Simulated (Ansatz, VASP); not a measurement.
C: VASP beside Ansatz

```
CELL_PARAMETERS angstrom
0.00000 1.78013 1.78013
1.78013 0.00000 1.78013
1.78013 1.78013 0.00000
ATOMIC_POSITIONS crystal
C 0.00000 0.00000 0.00000
C 0.25000 0.25000 0.25000
```

Alike in both runs: functional r2SCAN; k mesh 26 × 26 × 26; occupations gaussian, width 0.02 eV; no spin polarisation.

Ansatz relaxed the structure, and its values are those at the end. VASP's run is a single point on that final structure, the one shown.

```csv
,VASP,Ansatz
version,VASP 6.6.1,Ansatz 0.2.0
potentials or method,"VASP PAW PBE potentials, release 64 (C_h)","scalar-relativistic, plane waves, PAW"
plane-wave cutoff (eV),910,500
valence electrons in the cell,8,8
```

Ansatz gave:

* gap on the k mesh at the Fermi level (eV): 4.37
* least direct gap on the mesh (eV): 5.90

Problem. Estimate VASP's values.

Solution. gap on the k mesh at the Fermi level (eV): 4.37; least direct gap on the mesh (eV): 5.89.

VASP's potentials were made for PBE, not for r2SCAN. With one functional, cell and mesh, what is left measures potentials, basis and numerics.

Noted on VASP's run: the cutoff is short for stress, so the pressure is rough.
